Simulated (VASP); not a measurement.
# RbCl (Fm-3m) in VASP: a series of runs

RbCl is run at these levels: PBEsol; tasks: single point.

Everything below comes from runs of VASP 6.6.1. Logs are shortened: lines on timing, memory, paths and dates and some standing lists are left out, and cuts for length are marked.

## (1) The cell of the first run

Symmetry: Fm-3m, No. 225, cubic system. The conventional cell has a = 6.570 Å, b = 6.570 Å, c = 6.570 Å, α = 90.00°, β = 90.00°, γ = 90.00°. Rb (site symmetry m-3m) has 6 Cl at 3.28 Å within 4.3 Å. Within 4.3 Å of Cl (site symmetry m-3m) lie 6 Rb at 3.28 Å.

## (2) Single point, PBEsol

Contents of INCAR:

```
PREC = Accurate
ENCUT = 500
EDIFF = 1E-6
ISMEAR = 0
SIGMA = 0.05
LREAL = F
LASPH = T
NELM = 120
ALGO = Normal
ISIF = 2
LWAVE = F
LCHARG = F
GGA = PS
NBANDS = 15
GGA_COMPAT = F
```

Contents of KPOINTS:

```
Automatic mesh
0
Gamma
  10 10 10
```

Contents of POSCAR:

```
RbCl
1.0
    0.0000000000      3.2848781803      3.2848781803
    3.2848781803      0.0000000000      3.2848781803
    3.2848781803      3.2848781803      0.0000000000
Rb Cl
1 1
Direct
    0.5000000000      0.5000000000      0.5000000000
    0.0000000000      0.0000000000      0.0000000000
```

Potentials or basis: VASP PAW PBE potentials, release 64 (Rb_sv, Cl).

Command:

```sh
$ cat potpaw_PBE.64/Rb_sv/POTCAR potpaw_PBE.64/Cl/POTCAR > POTCAR
$ mpirun -np 1 vasp_std > vasp.out
```

OUTCAR:

```text
PREC = Accurate
   ENCUT = 500
   EDIFF = 1E-6
   ISMEAR = 0
   LREAL = F
   LASPH = T
   NELM = 120
   ISIF = 2
   GGA = PS

 ion  position               nearest neighbor table
   1  0.500  0.500  0.500-   2 3.28   2 3.28   2 3.28   2 3.28   2 3.28   2 3.28
   2  0.000  0.000  0.000-   1 3.28   1 3.28   1 3.28   1 3.28   1 3.28   1 3.28

  LATTYP: Found a face centered cubic cell.
 ALAT       =     6.5697563606

  Lattice vectors:

 A1 = (   0.0000000000,   3.2848781803,   3.2848781803)
 A2 = (   3.2848781803,   0.0000000000,   3.2848781803)
 A3 = (   3.2848781803,   3.2848781803,   0.0000000000)

Analysis of symmetry for initial positions (statically):
=====================================================================
 Subroutine PRICEL returns:
 Original cell was already a primitive cell.

 Routine SETGRP: Setting up the symmetry group for a
 face centered cubic supercell.

 Subroutine GETGRP returns: Found 48 space group operations
 (whereof 48 operations were pure point group operations)
 out of a pool of 48 trial point group operations.

The static configuration has the point symmetry O_h .

Analysis of symmetry for dynamics (positions and initial velocities):
=====================================================================
 Subroutine PRICEL returns:
 Original cell was already a primitive cell.

 Routine SETGRP: Setting up the symmetry group for a
 face centered cubic supercell.

 Subroutine GETGRP returns: Found 48 space group operations
 (whereof 48 operations were pure point group operations)
 out of a pool of 48 trial point group operations.

The dynamic configuration has the point symmetry O_h .

 Subroutine INISYM returns: Found 48 space group operations
 (whereof 48 operations are pure point group operations),
 and found     1 'primitive' translations

----------------------------------------------------------------------------------------

                                     Primitive cell

  volume of cell :      70.8905

  direct lattice vectors                    reciprocal lattice vectors
     0.000000000  3.284878180  3.284878180    -0.152212646  0.152212646  0.152212646
     3.284878180  0.000000000  3.284878180     0.152212646 -0.152212646  0.152212646
     3.284878180  3.284878180  0.000000000     0.152212646  0.152212646 -0.152212646

  length of vectors
     4.645519273  4.645519273  4.645519273     0.263640037  0.263640037  0.263640037

  position of ions in fractional coordinates (direct lattice)
     0.500000000  0.500000000  0.500000000
     0.000000000  0.000000000  0.000000000

  ion indices of the primitive-cell ions
   primitive index   ion index
                 1           1
                 2           2

----------------------------------------------------------------------------------------

 KPOINTS: Automatic mesh

Automatic generation of k-mesh.
 Grid dimensions read from file:
 generate k-points for:   10   10   10

 Generating k-lattice:

  Cartesian coordinates                     Fractional coordinates (reciprocal lattice)
    -0.015221265  0.015221265  0.015221265     0.100000000  0.000000000  0.000000000
     0.015221265 -0.015221265  0.015221265     0.000000000  0.100000000  0.000000000
     0.015221265  0.015221265 -0.015221265     0.000000000  0.000000000  0.100000000

  Length of vectors
     0.026364004  0.026364004  0.026364004

  Shift w.r.t. Gamma in fractional coordinates (k-lattice)
     0.000000000  0.000000000  0.000000000

 Subroutine IBZKPT returns following result:
 ===========================================

 Found     47 irreducible k-points:

 Following reciprocal coordinates:
            Coordinates               Weight
  0.000000  0.000000  0.000000      1.000000
  0.100000  0.000000  0.000000      8.000000
  0.200000  0.000000  0.000000      8.000000
  0.300000  0.000000  0.000000      8.000000
  0.400000  0.000000  0.000000      8.000000
  0.500000  0.000000  0.000000      4.000000
[... 16 lines left out ...]
  0.300000  0.300000  0.000000      6.000000
  0.400000  0.300000  0.000000     24.000000
 [... further k-points ...]
   k-points           NKPTS =     47   k-points in BZ     NKDIM =     47   number of bands    NBANDS=     15
   number of dos      NEDOS =    301   number of ions     NIONS =      2
   total plane-waves  NPLWV =  46656
   dimension x,y,z NGX =    36 NGY =   36 NGZ =   36
   dimension x,y,z NGXF=    72 NGYF=   72 NGZF=   72
   ions per type =               1   1
   NGX,Y,Z   is equivalent  to a cutoff of  12.88, 12.88, 12.88 a.u.
   NGXF,Y,Z  is equivalent  to a cutoff of  25.77, 25.77, 25.77 a.u.
 SYSTEM =  unknown system
   PREC   = accura    normal or accurate (medium, high low for compatibility)
   ISTART =      0    job   : 0-new  1-cont  2-samecut
   ICHARG =      2    charge: 1-file 2-atom 10-const
   ISPIN  =      1    spin polarized calculation?
   LNONCOLLINEAR =      F non collinear calculations
   LSORBIT =      F    spin-orbit coupling
   LASPH  =      T    aspherical Exc in radial PAW
   ENCUT  =  500.0 eV  36.75 Ry    6.06 a.u.   8.47  8.47  8.47*2*pi/ulx,y,z
   NELM   =    120;   NELMIN=  2; NELMDL= -5     # of ELM steps
   EDIFF  = 0.1E-05   stopping-criterion for ELM
   LREAL  =      F    real-space projection
   EDIFFG = 0.1E-04   stopping-criterion for IOM
   NSW    =      0    number of steps for IOM
   IBRION =     -1    ionic relax: 0-MD 1-quasi-New 2-CG
   NFREE  =      0    steps in history (QN), initial steepest desc. (CG)
   ISIF   =      2    stress and relaxation
   ISYM   =      2    0-nonsym 1-usesym 2-fastsym
   POTIM  = 0.5000    time-step for ionic-motion
   TEBEG  =    0.0;   TEEND  =   0.0 temperature during run
   PSTRESS=    0.0 pullay stress
   NELECT =      16.0000    total number of electrons
   NUPDOWN=      -1.0000    fix difference up-down
   EMIN   =  10.00;   EMAX   =-10.00  energy-range for DOS
   EFERMI =   0.00;   METHOD = LEGACY
   ISMEAR =     0;   SIGMA  =   0.05  broadening in eV -4-tet -1-fermi 0-gaus
   EFERMI_NEDOS =   21; number of points for ismear=-14 and -15
   IALGO  =     38    algorithm
   IMIX   =      4    mixing-type and parameters
     AMIX     =   0.40;   BMIX     =  1.00
     AMIX_MAG =   1.60;   BMIX_MAG =  1.00
  volume/ion in A,a.u.               =      35.45       239.20
  Fermi-wavevector in a.u.,A,eV,Ry     =   0.996748  1.883581 13.517489  0.993507
  Thomas-Fermi vector in A             =   2.128858
   LORBIT       =      0    0 simple, 1 ext, 2 COOP (PROOUT), +10 PAW based schemes
   GGA     = PS    functional components
   LHFCALC =     F    Hartree Fock is set to
   AEXX    =    0.0000 exact exchange contribution
   IVDW    =     0    specifies the selected vdW correction
   LEPSILON=     F    determine dielectric tensor
   LRPA    =     F    only Hartree local field effects (RPA)
 non-spin polarized calculation
 Gauss-broadening in eV      SIGMA  =   0.05
  energy-cutoff  :      500.00
  volume of cell :       70.89
 maximum number of plane-waves:      1824
 NGX is ok and might be reduce to    36
   NGX = 17   NGY = 17   NGZ = 17

 number of electron      16.0000001 magnetization

 Free energy of the ion-electron system (eV)
  ---------------------------------------------------
  ext. energy  EPLUGINS =         0.00000000
  ---------------------------------------------------
  free energy    TOTEN  =        -6.89424569 eV

  energy without entropy =       -6.89424569  energy(sigma->0) =       -6.89424569

 E-fermi :  -1.7046     XC(G=0):  -7.5475

 val. band max:       -1.9312679522   @ k =   0.0000   0.0000   0.0000
 cond. band min:       2.9270513444   @ k =   0.0000   0.0000   0.0000
 fundamental gap:      4.8583192966
 Fermi energy:        -1.7046023520

 k-point     1 :       0.0000    0.0000    0.0000
  band No.  band energies     occupation
      1     -25.7957      2.00000
      2     -13.9048      2.00000
      3      -9.8556      2.00000
      4      -9.8556      2.00000
      5      -9.8556      2.00000
      6      -1.9313      2.00000
      7      -1.9313      2.00000
      8      -1.9313      2.00000
      9       2.9271      0.00000
     10       5.9773      0.00000
     11       5.9773      0.00000
     12       5.9773      0.00000
     13       6.9608      0.00000
     14       6.9608      0.00000
     15       9.9969      0.00000

 k-point     2 :       0.1000    0.0000    0.0000
  band No.  band energies     occupation
      1     -25.7941      2.00000
      2     -13.9111      2.00000
      3      -9.8568      2.00000
      4      -9.8568      2.00000
      5      -9.8528      2.00000
      6      -2.0392      2.00000
      7      -1.9675      2.00000
      8      -1.9675      2.00000
      9       3.1684      0.00000
     10       5.8888      0.00000
     11       6.1043      0.00000
     12       6.1043      0.00000
     13       7.1137      0.00000
     14       7.1137      0.00000
     15      10.4184      0.00000

 k-point     3 :       0.2000    0.0000    0.0000
  band No.  band energies     occupation
      1     -25.7899      2.00000
      2     -13.9276      2.00000
      3      -9.8600      2.00000
      4      -9.8600      2.00000
      5      -9.8457      2.00000
      6      -2.2924      2.00000
      7      -2.0595      2.00000
      8      -2.0595      2.00000
      9       3.8032      0.00000
     10       5.7586      0.00000
     11       6.4764      0.00000
     12       6.4764      0.00000
     13       7.5467      0.00000
     14       7.5467      0.00000
     15      11.4673      0.00000
[... 343 lines left out ...]
 k-point    23 :       0.3000    0.3000    0.0000
  band No.  band energies     occupation
      1     -25.7815      2.00000
      2     -13.9045      2.00000
      3      -9.9248      2.00000
      4      -9.9248      2.00000
      5      -9.9243      2.00000
      6      -2.4859      2.00000
      7      -2.0159      2.00000
      8      -2.0159      2.00000
      9       4.6026      0.00000
     10       4.7176      0.00000
     11       7.6233      0.00000
     12       8.1065      0.00000
     13       8.1065      0.00000
     14       8.4703      0.00000
     15      10.3276      0.00000

 k-point    24 :       0.4000    0.3000    0.0000
  band No.  band energies     occupation
      1     -25.7783      2.00000
      2     -13.8950      2.00000
      3      -9.9879      2.00000
      4      -9.9344      2.00000
      5      -9.9316      2.00000
      6      -2.4424      2.00000
      7      -2.0779      2.00000
      8      -2.0517      2.00000
      9       4.5341      0.00000
     10       5.2626      0.00000
     11       7.9185      0.00000
     12       8.2087      0.00000
     13       8.7119      0.00000
     14       8.7487      0.00000
     15       9.5178      0.00000

 [... further k-points ...]

------------------------ aborting loop because EDIFF is reached ----------------------------------------

  FORCE on cell =-STRESS in cart. coord.  units (eV):
  Direction    XX          YY          ZZ          XY          YZ          ZX
  --------------------------------------------------------------------------------------
  -------------------------------------------------------------------------------------
  Total       -0.0817408     -0.0817408     -0.0817408     -0.0000000     -0.0000000      0.0000000
  in kB       -1.8474036     -1.8474036     -1.8474036     -0.0000000     -0.0000000      0.0000000
  external PRESSURE =      -1.8474036 kB  Pullay stress =       0.0000000 kB

 VOLUME and BASIS-vectors are now :
 -----------------------------------------------------------------------------
  energy-cutoff  :      500.00
  volume of cell :       70.89
      direct lattice vectors                 reciprocal lattice vectors
     0.000000000  3.284878180  3.284878180    -0.152212646  0.152212646  0.152212646
     3.284878180  0.000000000  3.284878180     0.152212646 -0.152212646  0.152212646
     3.284878180  3.284878180  0.000000000     0.152212646  0.152212646 -0.152212646

 POSITION                                       TOTAL-FORCE (eV/Angst)
 -----------------------------------------------------------------------------------
      3.28488      3.28488      3.28488         0.000000      0.000000      0.000000
      0.00000      0.00000      0.00000        -0.000000     -0.000000     -0.000000
 -----------------------------------------------------------------------------------
    total drift:                                0.000000      0.000000      0.000000

  FREE ENERGIE OF THE ION-ELECTRON SYSTEM (eV)
  ---------------------------------------------------
  free  energy   TOTEN  =        -6.8942456932 eV

  energy  without entropy=       -6.8942456932  energy(sigma->0) =       -6.89424569
```

Wall time 44 s (1 thread of Intel Xeon 8259CL, shared host); peak memory 0.22 GiB.

What came out:

* Free energy: -6.8942 eV
* Pressure: -0.2 GPa
* Band gap on the k mesh: 4.86 eV

Levels at points of the mesh, in eV from the valence-band top:
```csv
k point,band 4,band 5,band 6,band 7,band 8,band 9,band 10,band 11,band 12,band 13
"(0.00, 0.00, 0.00)",-7.92,-7.92,0.00,0.00,0.00,4.86,7.91,7.91,7.91,8.89
"(0.50, 0.00, 0.00)",-7.94,-7.90,-0.90,-0.35,-0.35,7.62,7.89,10.11,10.11,11.28
"(0.50, 0.50, 0.00)",-8.03,-8.03,-0.33,-0.10,-0.10,6.08,7.97,9.59,10.01,10.34
```

Caveat: the PAW data sets were made with another functional, which shifts forces and pressure a little. A k mesh can miss the band edges.

## (3) Single point, PBEsol (35.30 Å³/atom)

This run uses another cell than the first one, of 35.30 Å³/atom.

Contents of INCAR:

```
PREC = Accurate
ENCUT = 500
EDIFF = 1E-6
ISMEAR = 0
SIGMA = 0.05
LREAL = False
LASPH = True
NELM = 120
ALGO = Normal
ISIF = 2
LWAVE = False
LCHARG = True
GGA = PS
LELF = True
LVHAR = True
NBANDS = 15
GGA_COMPAT = False
```

KPOINTS is that of step 2.

Contents of POSCAR:

```
RbCl
1.0
    0.0000000000      3.2804924899      3.2804924899
    3.2804924899      0.0000000000      3.2804924899
    3.2804924899      3.2804924899      0.0000000000
Rb Cl
1 1
Direct
    0.5000000000      0.5000000000      0.5000000000
    0.0000000000      0.0000000000      0.0000000000
```

Potentials or basis: VASP PAW PBE potentials, release 64 (Rb_sv, Cl).

Command:

```sh
$ cat potpaw_PBE.64/Rb_sv/POTCAR potpaw_PBE.64/Cl/POTCAR > POTCAR
$ mpirun -np 1 vasp_std > vasp.out
```

OUTCAR:

```text
PREC = Accurate
   ENCUT = 500
   EDIFF = 1E-6
   ISMEAR = 0
   LREAL = False
   LASPH = True
   NELM = 120
   ISIF = 2
   GGA = PS

 ion  position               nearest neighbor table
   1  0.500  0.500  0.500-   2 3.28   2 3.28   2 3.28   2 3.28   2 3.28   2 3.28
   2  0.000  0.000  0.000-   1 3.28   1 3.28   1 3.28   1 3.28   1 3.28   1 3.28

  LATTYP: Found a face centered cubic cell.
 ALAT       =     6.5609849798

  Lattice vectors:

 A1 = (   0.0000000000,   3.2804924899,   3.2804924899)
 A2 = (   3.2804924899,   0.0000000000,   3.2804924899)
 A3 = (   3.2804924899,   3.2804924899,   0.0000000000)

Analysis of symmetry for initial positions (statically):
=====================================================================
 Subroutine PRICEL returns:
 Original cell was already a primitive cell.

 Routine SETGRP: Setting up the symmetry group for a
 face centered cubic supercell.

 Subroutine GETGRP returns: Found 48 space group operations
 (whereof 48 operations were pure point group operations)
 out of a pool of 48 trial point group operations.

The static configuration has the point symmetry O_h .

Analysis of symmetry for dynamics (positions and initial velocities):
[... 178 lines left out ...]
     10       5.9940      0.00000
     11       5.9940      0.00000
     12       5.9940      0.00000
     13       6.9805      0.00000
     14       6.9805      0.00000
[... 401 lines left out ...]
      2     -13.8840      2.00000
      3      -9.9655      2.00000
      4      -9.9113      2.00000
      5      -9.9084      2.00000
      6      -2.4300      2.00000
      7      -2.0634      2.00000
      8      -2.0370      2.00000
      9       4.5466      0.00000
     10       5.2941      0.00000
     11       7.9421      0.00000
     12       8.2429      0.00000
     13       8.7442      0.00000
     14       8.7790      0.00000
     15       9.5556      0.00000

 [... further k-points ...]

------------------------ aborting loop because EDIFF is reached ----------------------------------------

  FORCE on cell =-STRESS in cart. coord.  units (eV):
  Direction    XX          YY          ZZ          XY          YZ          ZX
  --------------------------------------------------------------------------------------
  -------------------------------------------------------------------------------------
  Total       -0.0533678     -0.0533678     -0.0533678     -0.0000000     -0.0000000      0.0000000
  in kB       -1.2109970     -1.2109970     -1.2109970     -0.0000000     -0.0000000      0.0000000
  external PRESSURE =      -1.2109970 kB  Pullay stress =       0.0000000 kB

 VOLUME and BASIS-vectors are now :
 -----------------------------------------------------------------------------
  energy-cutoff  :      500.00
  volume of cell :       70.61
      direct lattice vectors                 reciprocal lattice vectors
     0.000000000  3.280492490  3.280492490    -0.152416139  0.152416139  0.152416139
     3.280492490  0.000000000  3.280492490     0.152416139 -0.152416139  0.152416139
     3.280492490  3.280492490  0.000000000     0.152416139  0.152416139 -0.152416139

 POSITION                                       TOTAL-FORCE (eV/Angst)
 -----------------------------------------------------------------------------------
      3.28049      3.28049      3.28049        -0.000000      0.000000      0.000000
      0.00000      0.00000      0.00000         0.000000     -0.000000     -0.000000
 -----------------------------------------------------------------------------------
    total drift:                                0.000000      0.000000      0.000000

  FREE ENERGIE OF THE ION-ELECTRON SYSTEM (eV)
  ---------------------------------------------------
  free  energy   TOTEN  =        -6.8944516234 eV

  energy  without entropy=       -6.8944516234  energy(sigma->0) =       -6.89445162
```

OSZICAR:

```text
N       E                     dE             d eps       ncg     rms          rms(c)
DAV:   1     0.749383247806E+02    0.74938E+02   -0.65300E+03  1410   0.866E+02
DAV:   2    -0.174214958309E+01   -0.76680E+02   -0.69321E+02  2044   0.171E+02
DAV:   3    -0.702742020552E+01   -0.52853E+01   -0.52575E+01  2006   0.429E+01
DAV:   4    -0.719959680865E+01   -0.17218E+00   -0.17214E+00  2058   0.568E+00
DAV:   5    -0.720142431983E+01   -0.18275E-02   -0.18275E-02  1981   0.621E-01    0.303E+00
DAV:   6    -0.690006393261E+01    0.30136E+00   -0.41422E-01  1830   0.324E+00    0.226E+00
DAV:   7    -0.688111297170E+01    0.18951E-01   -0.94789E-02  1900   0.169E+00    0.132E+00
DAV:   8    -0.689285245020E+01   -0.11739E-01   -0.14711E-02  1797   0.752E-01    0.160E-01
DAV:   9    -0.689386709330E+01   -0.10146E-02   -0.13277E-03  1900   0.192E-01    0.868E-02
DAV:  10    -0.689442247285E+01   -0.55538E-03   -0.51262E-04  1501   0.132E-01    0.152E-02
DAV:  11    -0.689444481839E+01   -0.22346E-04   -0.30238E-05  1837   0.336E-02    0.130E-02
DAV:  12    -0.689445169604E+01   -0.68777E-05   -0.20274E-05  1536   0.235E-02    0.404E-03
DAV:  13    -0.689445162340E+01    0.72647E-07   -0.35690E-07  1608   0.418E-03
   1 F= -.68944516E+01 E0= -.68944516E+01  d E =-.758498E-14
```

It took 46 s on 1 thread of Intel Xeon 8259CL, shared host; peak memory 0.22 GiB.

Results:

```
Free energy            : -6.8945 eV
Pressure               : -0.1 GPa
Band gap on the k mesh : 4.87 eV
```

Levels at points of the mesh, in eV from the valence-band top:
| k point | band 4 | band 5 | band 6 | band 7 | band 8 | band 9 | band 10 | band 11 | band 12 | band 13 |
| --- | --- | --- | --- | --- | --- | --- | --- | --- | --- | --- |
| (0.00, 0.00, 0.00) | -7.91 | -7.91 | 0.00 | 0.00 | 0.00 | 4.87 | 7.91 | 7.91 | 7.91 | 8.90 |
| (0.50, 0.00, 0.00) | -7.93 | -7.89 | -0.90 | -0.36 | -0.36 | 7.63 | 7.90 | 10.12 | 10.12 | 11.29 |
| (0.50, 0.50, 0.00) | -8.02 | -8.02 | -0.33 | -0.10 | -0.10 | 6.08 | 7.98 | 9.61 | 10.02 | 10.35 |

Caveat: the PAW data sets were made with another functional, which shifts forces and pressure a little. A k mesh can miss the band edges.

[end of part 1 of 2]
